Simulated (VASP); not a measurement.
# MgI2 (P-3m1) in VASP: a series of runs

MgI2 is run at these levels: PBE; tasks: single point.

All numbers are computed with VASP 6.6.1; they aren't measurements. Logs are shortened: lines on timing, memory, paths and dates and some standing lists are left out, and cuts for length are marked.

## Step 1: The cell of the first run

Symmetry: P-3m1, No. 164, trigonal system. The conventional cell has a = 4.162 Å, b = 4.162 Å, c = 7.727 Å, α = 90.00°, β = 90.00°, γ = 120.00°. Within 3.8 Å of Mg (site symmetry -3m) lie 6 I at 2.85 Å. Within 3.8 Å of I (site symmetry 3m) lie 3 Mg at 2.85 Å.

## Step 2: Single point, PBE

The input, INCAR:

```
SYSTEM = MgI2
PREC = Accurate
ENCUT = 520
EDIFF = 1E-7
ISMEAR = 0
SIGMA = 0.05
LREAL = .FALSE.
LASPH = .TRUE.
NELM = 60
ALGO = Normal
ISIF = 2
LWAVE = .FALSE.
LCHARG = .TRUE.
GGA = PE
LELF = .TRUE.
LVHAR = .TRUE.
NBANDS = 15
```

The input, KPOINTS:

```
Automatic mesh
0
G
  6 6 4
  0 0 0
```

The input, POSCAR:

```
MgI2
1.0
    4.1618263529      0.0000000000      0.0000000000
   -2.0809131765      3.6042473478      0.0000000000
    0.0000000000      0.0000000000      7.7274703875
Mg I
1 2
Direct
    0.0000000000      0.0000000000      0.0000000000
    0.3333333333      0.6666666667      0.8012283115
    0.6666666667      0.3333333333      0.1987716885
```

Potentials or basis: VASP PAW PBE potentials, release 64 (Mg, I).

Run with:

```sh
> cat potpaw_PBE.64/Mg/POTCAR potpaw_PBE.64/I/POTCAR > POTCAR
> mpirun -np 1 vasp_std > vasp.out
```

OUTCAR:

```text
SYSTEM = MgI2
   PREC = Accurate
   ENCUT = 520
   EDIFF = 1E-7
   ISMEAR = 0
   LREAL = .FALSE.
   LASPH = .TRUE.
   NELM = 60
   ISIF = 2
   GGA = PE

 ion  position               nearest neighbor table
   1  0.000  0.000  0.000-   2 2.85   3 2.85   3 2.85   2 2.85   3 2.85   2 2.85
   2  0.333  0.667  0.801-   1 2.85   1 2.85   1 2.85
   3  0.667  0.333  0.199-   1 2.85   1 2.85   1 2.85

  LATTYP: Found a hexagonal cell.
 ALAT       =     4.1618263529
 C/A-ratio  =     1.8567498334

  Lattice vectors:

 A1 = (   4.1618263529,   0.0000000000,   0.0000000000)
 A2 = (  -2.0809131765,   3.6042473478,   0.0000000000)
 A3 = (   0.0000000000,   0.0000000000,   7.7274703875)

Analysis of symmetry for initial positions (statically):
[... 33 lines left out ...]
                                     Primitive cell

  volume of cell :     115.9140

  direct lattice vectors                    reciprocal lattice vectors
     4.161826353  0.000000000  0.000000000     0.240279126  0.138725218  0.000000000
    -2.080913177  3.604247348  0.000000000     0.000000000  0.277450437  0.000000000
     0.000000000  0.000000000  7.727470388     0.000000000  0.000000000  0.129408454

  length of vectors
     4.161826353  4.161826353  7.727470388     0.277450437  0.277450437  0.129408454

  position of ions in fractional coordinates (direct lattice)
     0.000000000  0.000000000  0.000000000
     0.333333333  0.666666667  0.801228311
     0.666666667  0.333333333  0.198771689

  ion indices of the primitive-cell ions
   primitive index   ion index
                 1           1
                 2           2
                 3           3

----------------------------------------------------------------------------------------

 KPOINTS: Automatic mesh

Automatic generation of k-mesh.
 Grid dimensions read from file:
 generate k-points for:    6    6    4

 Generating k-lattice:

  Cartesian coordinates                     Fractional coordinates (reciprocal lattice)
     0.040046521  0.023120870  0.000000000     0.166666667 -0.000000000  0.000000000
     0.000000000  0.046241739  0.000000000     0.000000000  0.166666667  0.000000000
     0.000000000  0.000000000  0.032352114     0.000000000  0.000000000  0.250000000

  Length of vectors
     0.046241739  0.046241739  0.032352114

  Shift w.r.t. Gamma in fractional coordinates (k-lattice)
[... 9 lines left out ...]
  0.000000  0.000000  0.000000      1.000000
  0.166667  0.000000  0.000000      6.000000
  0.333333  0.000000  0.000000      6.000000
  0.500000  0.000000  0.000000      3.000000
  0.166667  0.166667  0.000000      6.000000
  0.333333  0.166667  0.000000     12.000000
[... 22 lines left out ...]
   dimension x,y,z NGXF=    64 NGYF=   64 NGZF=  120
   ions per type =               1   2
   NGX,Y,Z   is equivalent  to a cutoff of  12.78, 12.78, 12.91 a.u.
   NGXF,Y,Z  is equivalent  to a cutoff of  25.57, 25.57, 25.82 a.u.
 SYSTEM =  MgI2
   PREC   = accura    normal or accurate (medium, high low for compatibility)
   ISTART =      0    job   : 0-new  1-cont  2-samecut
   ICHARG =      2    charge: 1-file 2-atom 10-const
   ISPIN  =      1    spin polarized calculation?
   LNONCOLLINEAR =      F non collinear calculations
   LSORBIT =      F    spin-orbit coupling
   LASPH  =      T    aspherical Exc in radial PAW
   ENCUT  =  520.0 eV  38.22 Ry    6.18 a.u.   7.74  7.74 14.37*2*pi/ulx,y,z
   NELM   =     60;   NELMIN=  2; NELMDL= -5     # of ELM steps
   EDIFF  = 0.1E-06   stopping-criterion for ELM
   LREAL  =      F    real-space projection
   EDIFFG = 0.1E-05   stopping-criterion for IOM
   NSW    =      0    number of steps for IOM
   IBRION =     -1    ionic relax: 0-MD 1-quasi-New 2-CG
[... 14 lines left out ...]
     AMIX     =   0.40;   BMIX     =  1.00
     AMIX_MAG =   1.60;   BMIX_MAG =  1.00
  volume/ion in A,a.u.               =      38.64       260.74
  Fermi-wavevector in a.u.,A,eV,Ry     =   0.846063  1.598828  9.739365  0.715823
  Thomas-Fermi vector in A             =   1.961351
   LORBIT       =      0    0 simple, 1 ext, 2 COOP (PROOUT), +10 PAW based schemes
   GGA     = PE    functional components
[... 6 lines left out ...]
 Gauss-broadening in eV      SIGMA  =   0.05
  energy-cutoff  :      520.00
  volume of cell :      115.91
 maximum number of plane-waves:      3134
 NGX is ok and might be reduce to    32
   NGX = 15   NGY = 15   NGZ = 29

 number of electron      16.0000000 magnetization

 Free energy of the ion-electron system (eV)
  ---------------------------------------------------
  ext. energy  EPLUGINS =         0.00000000
  ---------------------------------------------------
  free energy    TOTEN  =        -7.61501968 eV

  energy without entropy =       -7.61501968  energy(sigma->0) =       -7.61501968

 E-fermi :   1.3557     XC(G=0):  -7.4718

 val. band max:        1.0693371577   @ k =   0.1667   0.0000   0.0000
 cond. band min:       4.8863651179   @ k =   0.5000   0.0000   0.0000
 fundamental gap:      3.8170279603
 Fermi energy:         1.3556916456

 k-point     1 :       0.0000    0.0000    0.0000
  band No.  band energies     occupation
      1     -10.9155      2.00000
      2     -10.1289      2.00000
      3      -1.9215      2.00000
      4       0.6490      2.00000
      5       0.6490      2.00000
      6       1.0019      2.00000
      7       1.0671      2.00000
      8       1.0671      2.00000
      9       5.1902      0.00000
     10       5.9840      0.00000
     11       7.7428      0.00000
     12       7.7428      0.00000
     13       7.9519      0.00000
     14       9.1654      0.00000
     15       9.1654      0.00000

 k-point     2 :       0.1667    0.0000    0.0000
  band No.  band energies     occupation
      1     -10.7695      2.00000
      2     -10.0603      2.00000
      3      -1.8129      2.00000
      4      -0.3903      2.00000
      5       0.3064      2.00000
      6       0.3263      2.00000
      7       1.0258      2.00000
      8       1.0693      2.00000
      9       5.9889      0.00000
     10       6.5198      0.00000
     11       7.3536      0.00000
     12       8.2581      0.00000
     13       8.3380      0.00000
     14       9.0928      0.00000
     15       9.6527      0.00000

 k-point     3 :       0.3333    0.0000    0.0000
  band No.  band energies     occupation
      1     -10.4184      2.00000
      2      -9.9442      2.00000
      3      -2.0778      2.00000
      4      -1.4892      2.00000
      5      -0.3747      2.00000
      6      -0.1240      2.00000
      7       0.8249      2.00000
      8       0.8611      2.00000
      9       5.2990      0.00000
     10       6.7727      0.00000
     11       7.6358      0.00000
     12       8.7269      0.00000
     13       8.7805      0.00000
     14       9.5077      0.00000
     15      10.0201      0.00000

 k-point     4 :       0.5000    0.0000    0.0000
  band No.  band energies     occupation
      1     -10.1692      2.00000
      2      -9.9375      2.00000
      3      -2.5640      2.00000
      4      -1.8112      2.00000
      5      -0.3064      2.00000
      6      -0.1930      2.00000
      7       0.5729      2.00000
      8       0.7134      2.00000
      9       4.8864      0.00000
     10       6.7401      0.00000
     11       7.1500      0.00000
     12       8.7438      0.00000
     13       9.1627      0.00000
     14      10.0658      0.00000
     15      10.0963      0.00000
[... 307 lines left out ...]
 k-point    22 :       0.1667    0.1667    0.5000
  band No.  band energies     occupation
      1     -10.5061      2.00000
      2      -9.9828      2.00000
      3      -1.7992      2.00000
      4      -1.1755      2.00000
      5      -0.5969      2.00000
      6       0.3608      2.00000
      7       0.4274      2.00000
      8       0.8438      2.00000
      9       6.1428      0.00000
     10       7.0329      0.00000
     11       7.6993      0.00000
     12       8.4337      0.00000
     13       8.4969      0.00000
     14       8.8806      0.00000
     15       9.9833      0.00000

 k-point    23 :       0.3333    0.1667    0.5000
  band No.  band energies     occupation
      1     -10.1807      2.00000
      2      -9.9281      2.00000
      3      -2.3339      2.00000
      4      -1.6842      2.00000
      5      -0.8961      2.00000
      6      -0.2054      2.00000
      7       0.4209      2.00000
      8       0.7794      2.00000
      9       5.7697      0.00000
     10       7.1551      0.00000
     11       7.8171      0.00000
     12       8.1213      0.00000
     13       8.4850      0.00000
     14       9.7817      0.00000
     15      10.2074      0.00000

 k-point    24 :       0.3333    0.3333    0.5000
  band No.  band energies     occupation
      1      -9.9876      2.00000
      2      -9.9876      2.00000
      3      -2.2370      2.00000
      4      -1.5214      2.00000
      5      -1.5214      2.00000
      6      -0.7775      2.00000
      7       0.6284      2.00000
      8       0.6284      2.00000
      9       6.2467      0.00000
     10       7.6697      0.00000
     11       7.6697      0.00000
     12       9.0185      0.00000
     13       9.1924      0.00000
     14       9.6864      0.00000
     15       9.6864      0.00000

------------------------ aborting loop because EDIFF is reached ----------------------------------------

  FORCE on cell =-STRESS in cart. coord.  units (eV):
  Direction    XX          YY          ZZ          XY          YZ          ZX
  --------------------------------------------------------------------------------------
  -------------------------------------------------------------------------------------
  Total        1.7085569      1.7085569      2.5499229     -0.0000000     -0.0000000      0.0000000
  in kB       23.6158799     23.6158799     35.2453434     -0.0000000     -0.0000000      0.0000000
  external PRESSURE =      27.4923677 kB  Pullay stress =       0.0000000 kB

 VOLUME and BASIS-vectors are now :
 -----------------------------------------------------------------------------
  energy-cutoff  :      520.00
  volume of cell :      115.91
      direct lattice vectors                 reciprocal lattice vectors
     4.161826353  0.000000000  0.000000000     0.240279126  0.138725218  0.000000000
    -2.080913177  3.604247348  0.000000000     0.000000000  0.277450437  0.000000000
     0.000000000  0.000000000  7.727470388     0.000000000  0.000000000  0.129408454

 POSITION                                       TOTAL-FORCE (eV/Angst)
 -----------------------------------------------------------------------------------
      0.00000      0.00000      0.00000        -0.000000      0.000000      0.000000
     -0.00000      2.40283      6.19147        -0.000000      0.000000     -0.832876
      2.08091      1.20142      1.53600         0.000000      0.000000      0.832876
 -----------------------------------------------------------------------------------
    total drift:                               -0.000000      0.000000     -0.000000

  FREE ENERGIE OF THE ION-ELECTRON SYSTEM (eV)
  ---------------------------------------------------
  free  energy   TOTEN  =        -7.6150196778 eV

  energy  without entropy=       -7.6150196778  energy(sigma->0) =       -7.61501968
```

Wall time 22 s (1 thread of AMD EPYC 9R45 (Zen 5), shared host); peak memory 0.21 GiB.

What came out:

```
Free energy            : -7.6150 eV
Pressure               : 2.7 GPa
Largest force          : 0.833 eV/Å
Band gap on the k mesh : 3.82 eV, indirect (least direct gap 4.12 eV)
```

Forces on the atoms (eV/Å):
```
Mg   0.000  0.000  0.000
I    0.000  0.000 -0.833
I    0.000  0.000  0.833
```

Caveat: spin-orbit coupling is left out, which moves the levels of the heavy elements; this functional lacks dispersion, which binds the layers, so the pressure and a relaxed spacing across them are unreliable. A k mesh can miss the band edges.

## Step 3: Single point, PBE

The input, INCAR:

```
ALGO     = Normal         # electronic algorithm
EDIFF    = 1E-7           # SCF threshold, eV
ENCUT    = 520            # plane-wave cutoff, eV
GGA      = PE             # functional
ISIF     = 2              # what is computed and relaxed
ISMEAR   = 0              # smearing method
LASPH    = T              # aspherical terms in the spheres
LCHARG   = T              # write CHGCAR
LELF     = T              # ELF
LREAL    = F              # projectors in reciprocal space
LVHAR    = T            
LWAVE    = F              # write WAVECAR
NBANDS   = 15             # bands
NELM     = 100            # most SCF steps
PREC     = Accurate       # precision mode
SIGMA    = 0.05           # smearing width, eV
```

The input, KPOINTS:

```
k-points
0
Gamma
  6 6 4
```

The input, POSCAR:

```
MgI2
1.0
    4.1618263529      0.0000000000      0.0000000000
   -2.0809131765      3.6042473478      0.0000000000
    0.0000000000      0.0000000000      7.7274703875
Mg I
1 2
Direct
    0.0000000000      0.0000000000      0.0000000000
    0.3333333333      0.6666666667      0.7935475476
    0.6666666667      0.3333333333      0.2064524524
```

Potentials or basis: VASP PAW PBE potentials, release 64 (Mg, I).

Run with:

```sh
> cat potpaw_PBE.64/Mg/POTCAR potpaw_PBE.64/I/POTCAR > POTCAR
> mpirun -np 1 vasp_std > vasp.out
```

Run time: 29 s. Hardware: 1 thread of AMD EPYC 9R45 (Zen 5), shared host; peak memory 0.22 GiB.

The run converged. Its results:

```
Free energy            : -7.6925 eV
Pressure               : 1.7 GPa
Largest force          : 0.479 eV/Å
Band gap on the k mesh : 3.75 eV, indirect (least direct gap 3.98 eV)
```

Forces on the atoms (eV/Å):
```
Mg   0.000  0.000  0.000
I    0.000  0.000 -0.479
I    0.000  0.000  0.479
```

Stress tensor (GPa, compression positive):
```
1.53 0.00 0.00
0.00 1.53 0.00
0.00 0.00 2.12
```

Levels at points of the mesh, in eV from the valence-band top:
```csv
k point,band 4,band 5,band 6,band 7,band 8,band 9,band 10,band 11,band 12,band 13
"(0.00, 0.00, 0.00)",-0.36,-0.36,-0.19,0.00,0.00,3.98,4.92,6.70,6.70,6.90
"(0.50, 0.00, 0.00)",-2.85,-1.36,-1.28,-0.59,-0.39,3.76,5.57,5.91,7.50,7.81
"(0.00, 0.00, 0.50)",-0.75,-0.34,-0.34,-0.01,-0.01,4.60,4.93,6.66,6.66,7.09
"(0.50, 0.00, 0.50)",-2.93,-1.26,-1.16,-0.58,-0.43,3.75,5.58,5.81,6.47,7.78
```

Caveat: spin-orbit coupling is left out, which moves the levels of the heavy elements; this functional lacks dispersion, which binds the layers, so the pressure and a relaxed spacing across them are unreliable. A k mesh can miss the band edges.

## Step 4: Single point, PBE

This run uses another cell than the first one, of 39.28 Å³/atom, 1.017 times its volume.

The input, INCAR:

```
SYSTEM = MgI2
  PREC = Accurate
  ENCUT = 520
  EDIFF = 1E-7
  ISMEAR = 0
  SIGMA = 0.05
  LREAL = .FALSE.
  LASPH = .TRUE.
  NELM = 80
  ALGO = Normal
  ISIF = 2
  LWAVE = .FALSE.
  LCHARG = .FALSE.
  GGA = PE
  NBANDS = 15
```

The input, KPOINTS:

```
regular mesh
0
G
  6 6 4
  0 0 0
```

The input, POSCAR:

```
MgI2
1.0
    4.1846439568      0.0000000000      0.0000000000
   -2.0923219784      3.6240079724      0.0000000000
    0.0000000000      0.0000000000      7.7698369697
Mg I
1 2
Direct
    0.0000000000      0.0000000000      0.0000000000
    0.3333333333      0.6666666667      0.7743456377
    0.6666666667      0.3333333333      0.2256543623
```

Run with:

```sh
> cat potpaw_PBE.64/Mg/POTCAR potpaw_PBE.64/I/POTCAR > POTCAR
> mpirun -np 1 vasp_std > vasp.out
```

It took 26 s on 1 thread of AMD EPYC 9R45 (Zen 5), shared host; peak memory 0.22 GiB.

Results (log left out):

* Free energy: -7.7116 eV
* Pressure: -0.8 GPa
* Largest force: 0.343 eV/Å
* Band gap on the k mesh: 3.42 eV, indirect (least direct gap 3.50 eV)

Forces on the atoms (eV/Å):
```
Mg   0.000  0.000  0.000
I    0.000  0.000  0.343
I    0.000  0.000 -0.343
```

Stress tensor (GPa, compression positive):
```
-0.38  0.00  0.00
 0.00 -0.38  0.00
 0.00  0.00 -1.56
```

Levels at points of the mesh, in eV from the valence-band top:
| k point | band 5 | band 6 | band 7 | band 8 | band 9 | band 10 | band 11 | band 12 |
| --- | --- | --- | --- | --- | --- | --- | --- | --- |
| (0.00, 0.00, 0.00) | -0.24 | -0.24 | 0.00 | 0.00 | 3.50 | 4.91 | 6.74 | 6.74 |
| (0.50, 0.00, 0.00) | -1.55 | -1.08 | -0.80 | -0.44 | 3.53 | 5.27 | 5.56 | 7.04 |
| (0.00, 0.00, 0.50) | -0.22 | -0.22 | -0.03 | -0.03 | 4.28 | 4.88 | 6.68 | 6.68 |
| (0.50, 0.00, 0.50) | -1.27 | -1.04 | -0.79 | -0.50 | 3.42 | 5.20 | 5.59 | 6.06 |

Caveat: spin-orbit coupling is left out, which moves the levels of the heavy elements; this functional lacks dispersion, which binds the layers, so the pressure and a relaxed spacing across them are unreliable. A k mesh can miss the band edges.
